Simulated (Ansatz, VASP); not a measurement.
## BN: VASP beside Ansatz

Contents of INCAR:

```
ALGO = Normal
EDIFF = 1E-6
ENCUT = 520
GGA = PS
ISIF = 2
ISMEAR = -1
LASPH = T
LCHARG = T
LELF = T
LREAL = F
LVHAR = T
LWAVE = F
NBANDS = 11
NELM = 80
PREC = Accurate
SIGMA = 0.05
```

File KPOINTS:

```
k-points
0
Gamma
  13 13 13
```

POSCAR

```
BN
1.0
    0.0000000000      1.7884979828      1.7884979828
    1.7884979828      0.0000000000      1.7884979828
    1.7884979828      1.7884979828      0.0000000000
N B
1 1
Direct
    0.2500000000      0.2500000000      0.2500000000
    0.0000000000      0.0000000000      0.0000000000
```

File input.yaml:

```yaml
crystal:
  lattice:
    - [0.0, 1.7884979828, 1.7884979828]
    - [1.7884979828, 0.0, 1.7884979828]
    - [1.7884979828, 1.7884979828, 0.0]
  atoms:
    - { symbol: "N", position: [0.25, 0.25, 0.25] }
    - { symbol: B, position: [0.0, 0.0, 0.0] }
kpoints:
  mp_grid: { grid: [13, 13, 13] }
scf:
  occupations: { method: fermi_dirac, width: 0.05 }
hamiltonian:
  xc: pbesol
  pseudopotentials: { kind: all_electron, lapw: { basis_error: 0.001 } }
output:
  forces: true
  stress: true
  eigenvalues: true
```

Change from the starting cell: volume scaled by 0.96.

Alike in both runs: task single point; functional PBEsol; k mesh 13 × 13 × 13; occupations fermi-dirac, width 0.05 eV; no spin polarisation.

|  | VASP | Ansatz |
| --- | --- | --- |
| version | VASP 6.6.1 | Ansatz 0.2.0 |
| potentials or method | VASP PAW PBE potentials, release 64 (N, B), cutoff 520 eV | all-electron LAPW, scalar-relativistic |

```tsv
	VASP	Ansatz	Ansatz less VASP
gap on the k mesh at the Fermi level (eV)	4.39	4.40	+0.009
least direct gap on the mesh (eV)	8.91	8.91	+0.004
pressure (GPa)	10.4	9.7	-0.69
```

VASP's potentials were made for PBE, not for PBEsol. Ansatz ran all-electron here, and VASP with PAW potentials.
